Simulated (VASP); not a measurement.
# AgI (P6_3mc) in VASP: further runs, part 2 of 2

VASP 6.6.1. The steps go on from the part before.

**4. Relaxation of cell and atoms, PBEsol**

This run uses another cell than the first one, of 36.43 Å³/atom.

The input, INCAR:

```
PREC = Accurate
ENCUT = 500
EDIFF = 1E-7
ISMEAR = -1
SIGMA = 0.02
LREAL = F
LASPH = T
NELM = 120
ALGO = Normal
ISIF = 3
LWAVE = F
LCHARG = F
GGA = PS
IBRION = 2
NSW = 80
EDIFFG = -0.005
GGA_COMPAT = F
NELMIN = 4
```

The input, KPOINTS:

```
Automatic mesh
0
Gamma
  6 6 4
```

The input, POSCAR:

```
AgI
1.0
    4.6862871461      0.0000000000      0.0000000000
   -2.3431435731      4.0584437180      0.0000000000
    0.0000000000      0.0000000000      7.6611314757
Ag I
2 2
Direct
    0.3333333333      0.6666666667      0.0024493945
    0.6666666667      0.3333333333      0.5024493945
    0.3333333333      0.6666666667      0.3774506055
    0.6666666667      0.3333333333      0.8774506055
```

Potentials or basis: VASP PAW PBE potentials, release 64 (Ag, I).

Run with:

```console
$ cat potpaw_PBE.64/Ag/POTCAR potpaw_PBE.64/I/POTCAR > POTCAR
$ mpirun -np 1 vasp_std > vasp.out
```

OUTCAR:

```text
PREC = Accurate
   ENCUT = 500
   EDIFF = 1E-7
   ISMEAR = -1
   LREAL = F
   LASPH = T
   NELM = 120
   ISIF = 3
   GGA = PS
   IBRION = 2
   NSW = 80
   EDIFFG = -0.005
   NELMIN = 4

 ion  position               nearest neighbor table
   1  0.333  0.667  0.002-   4 2.87   4 2.87   4 2.87   3 2.87
   2  0.667  0.333  0.502-   3 2.87   3 2.87   3 2.87   4 2.87
   3  0.333  0.667  0.377-   2 2.87   2 2.87   2 2.87   1 2.87
   4  0.667  0.333  0.877-   1 2.87   1 2.87   1 2.87   2 2.87

  LATTYP: Found a hexagonal cell.
 ALAT       =     4.6862871461
 C/A-ratio  =     1.6347977059

  Lattice vectors:

 A1 = (   4.6862871461,   0.0000000000,   0.0000000000)
 A2 = (  -2.3431435731,   4.0584437180,   0.0000000000)
 A3 = (   0.0000000000,   0.0000000000,   7.6611314757)

Analysis of symmetry for initial positions (statically):
=====================================================================
 Subroutine PRICEL returns:
 Original cell was already a primitive cell.

 Routine SETGRP: Setting up the symmetry group for a
 hexagonal supercell.

 Subroutine GETGRP returns: Found 12 space group operations
 (whereof  6 operations were pure point group operations)
 out of a pool of 24 trial point group operations.
[... 154 lines left out ...]
   NGX = 17   NGY = 17   NGZ = 27

--------------------------------------- Ionic step        1  -------------------------------------------

 number of electron      35.9999997 magnetization

 Free energy of the ion-electron system (eV)
  ---------------------------------------------------
  ext. energy  EPLUGINS =         0.00000000
  ---------------------------------------------------
  free energy    TOTEN  =       -10.81909641 eV

  energy without entropy =      -10.81909641  energy(sigma->0) =      -10.81909641

------------------------ aborting loop because EDIFF is reached ----------------------------------------

  FORCE on cell =-STRESS in cart. coord.  units (eV):
  Direction    XX          YY          ZZ          XY          YZ          ZX
  --------------------------------------------------------------------------------------
  -------------------------------------------------------------------------------------
  Total       -2.0603168     -2.0603168     -2.0946973      0.0000000      0.0000000     -0.0000000
  in kB      -22.6549569    -22.6549569    -23.0330008      0.0000000      0.0000000     -0.0000000
  external PRESSURE =     -22.7809715 kB  Pullay stress =       0.0000000 kB
[... 63 lines left out ...]
--------------------------------------- Ionic step        3  -------------------------------------------

 number of electron      36.0000002 magnetization

 Free energy of the ion-electron system (eV)
  ---------------------------------------------------
  ext. energy  EPLUGINS =         0.00000000
  ---------------------------------------------------
  free energy    TOTEN  =       -10.91003632 eV

  energy without entropy =      -10.91003632  energy(sigma->0) =      -10.91003632

 E-fermi :   3.7149     XC(G=0):  -8.7317

 val. band max:        3.2543864249   @ k =   0.0000   0.0000   0.0000
 cond. band min:       4.4876346859   @ k =   0.0000   0.0000   0.0000
 fundamental gap:      1.2332482610
 Fermi energy:         3.7149358995

 k-point     1 :       0.0000    0.0000    0.0000
  band No.  band energies     occupation
      1      -9.7203      2.00000
      2      -9.4051      2.00000
      3      -1.1000      2.00000
      4      -1.0985      2.00000
      5      -1.0985      2.00000
      6      -1.0815      2.00000
[... 545 lines left out ...]
  FREE ENERGIE OF THE ION-ELECTRON SYSTEM (eV)
  ---------------------------------------------------
  free  energy   TOTEN  =       -10.9100363157 eV

  energy  without entropy=      -10.9100363157  energy(sigma->0) =      -10.91003632

 reached required accuracy - stopping structural energy minimisation
```

OSZICAR:

```text
N       E                     dE             d eps       ncg     rms          rms(c)
DAV:   1     0.207245023234E+03    0.20725E+03   -0.15506E+04   924   0.136E+03
DAV:   2     0.201870345354E+00   -0.20704E+03   -0.20076E+03  1084   0.260E+02
DAV:   3    -0.108186834137E+02   -0.11021E+02   -0.10972E+02  1116   0.594E+01
DAV:   4    -0.110410723762E+02   -0.22239E+00   -0.22232E+00  1212   0.894E+00
[... 33 lines left out ...]
DAV:   7    -0.109100346691E+02    0.20170E-04   -0.87409E-05   954   0.121E-01    0.940E-03
DAV:   8    -0.109100365779E+02   -0.19088E-05   -0.19340E-05   990   0.227E-02    0.181E-02
DAV:   9    -0.109100402287E+02   -0.36509E-05   -0.70175E-06   960   0.120E-02    0.532E-02
DAV:  10    -0.109100362406E+02    0.39881E-05   -0.17821E-05   948   0.209E-02    0.523E-03
DAV:  11    -0.109100363157E+02   -0.75135E-07   -0.91137E-07   996   0.757E-03
   3 F= -.10910036E+02 E0= -.10910036E+02  d E =-.909399E-01
```

Wall time 3.2 min (1 thread of Intel Xeon Platinum 8375C at 2.90GHz (Ice Lake), shared host); peak memory 0.29 GiB.

What came out:

* Free energy: -10.9100 eV
* Relaxed volume: 33.51 Å³/atom
* Relaxed cell: a = 4.558 Å, b = 4.558 Å, c = 7.448 Å, α = 90.00°, β = 90.00°, γ = 120.00°
* Space group after relaxing (to 0.1 Å): P6_3mc (No. 186)
* Energy gained by relaxing: 22.7 meV/atom
* Ionic steps: 3
* Pressure after relaxing: 0.0 GPa
* Band gap on the k mesh: 1.23 eV

Step by step:
| step | energy change (eV) | largest force (eV/Å) | pressure (GPa) | volume (Å³) |
| --- | --- | --- | --- | --- |
| 1 | 0.0000 | 0.0037 | -2.28 | 145.71 |
| 2 | -0.0901 | 0.0002 | -0.26 | 135.06 |
| 3 | -0.0909 | 0.0006 | 0.00 | 134.02 |

Final structure:
```
CELL_PARAMETERS angstrom
4.55822 0.00000 0.00000
-2.27911 3.94754 0.00000
0.00000 0.00000 7.44828
ATOMIC_POSITIONS crystal
Ag 0.33333 0.66667 0.00242
Ag 0.66667 0.33333 0.50242
I 0.33333 0.66667 0.37748
I 0.66667 0.33333 0.87748
```

Caveat: the PAW data sets were made with another functional, which shifts forces and pressure a little; spin-orbit coupling is left out, which moves the levels of the heavy elements.

**5. Overview**

| task | level | cell | cutoff (eV) | smearing | gap on the mesh (eV) | pressure (GPa) | relaxed volume (Å³/atom) |
| --- | --- | --- | --- | --- | --- | --- | --- |
| single point | r2SCAN | a = 4.651, b = 4.651, c = 7.598 Å, angles 90.0, 90.0, 120.0°, 4 atoms, atomic positions A | 550 | gaussian 0.01 eV | 1.83 | -0.1 | - |
| relaxation of cell and atoms | PBE | relaxed from a = 4.659, b = 4.659, c = 7.553 Å, angles 90.0, 90.0, 120.0°, 4 atoms, atomic positions B | 500 | fermi-dirac 0.02 eV | 1.37 | 0.0 | 36.37 |
| relaxation of cell and atoms | PBEsol | relaxed from a = 4.686, b = 4.686, c = 7.661 Å, angles 90.0, 90.0, 120.0°, 4 atoms, atomic positions A | 500 | fermi-dirac 0.02 eV | 1.23 | 0.0 | 33.51 |

Alike in all rows: potentials or basis VASP PAW PBE potentials, release 64 (Ag, I); no spin polarisation; k mesh 6 × 6 × 4.

Caveats: spin-orbit coupling is left out, which moves the levels of the heavy elements; the PAW data sets were made with another functional, which shifts forces and pressure a little (at least some runs).

Absolute energies hang on the potentials; compare differences alone.
